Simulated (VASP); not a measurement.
Here is a VASP 6.6.1 calculation.

File INCAR:

```
PREC = Accurate
ENCUT = 600
EDIFF = 1E-6
ISMEAR = 0
SIGMA = 0.1
LREAL = False
LASPH = True
NELM = 60
ALGO = Normal
ISIF = 3
LWAVE = False
LCHARG = False
GGA = PE
IBRION = 2
NSW = 100
EDIFFG = -0.05
```

File KPOINTS:

```
Automatic mesh
0
Gamma
  4 4 6
```

File POSCAR:

```
HfO2
1.0
    4.8135329900      0.0000000000      0.0000000000
    0.0000000000      4.8135329900      0.0000000000
    0.0000000000      0.0000000000      3.2054154100
Hf O
2 4
Direct
    0.0000000000      0.0000000000      0.0000000000
    0.5000000000      0.5000000000      0.5000000000
    0.1949551200      0.8050448800      0.5000000000
    0.3050448800      0.3050448800      0.0000000000
    0.6949551200      0.6949551200      0.0000000000
    0.8050448800      0.1949551200      0.5000000000
```

Potentials or basis: VASP PAW PBE potentials, release 64 (Hf_pv, O).

Run with:

```console
$ cat potpaw_PBE.64/Hf_pv/POTCAR potpaw_PBE.64/O/POTCAR > POTCAR
$ mpirun -np 1 vasp_std > vasp.out
```

What does it give for the band gap on the k mesh?

3.90 eV.

Estimate the space group after relaxing (to 0.1 Å).

P4_2/mnm (No. 136).

Predict the relaxed cell.

a = 4.857 Å, b = 4.857 Å, c = 3.224 Å, α = 90.00°, β = 90.00°, γ = 90.00°.

What does it give for the relaxed volume?

12.67 Å³/atom.

Forces on the atoms (eV/Å):
```
Hf   0.000  0.000  0.000
Hf   0.000  0.000  0.000
O    0.009 -0.009  0.000
O   -0.009 -0.009  0.000
O    0.009  0.009  0.000
O   -0.009  0.009  0.000
```

Caveat: spin-orbit coupling is left out, which moves the levels of the heavy elements. A k mesh can miss the band edges.
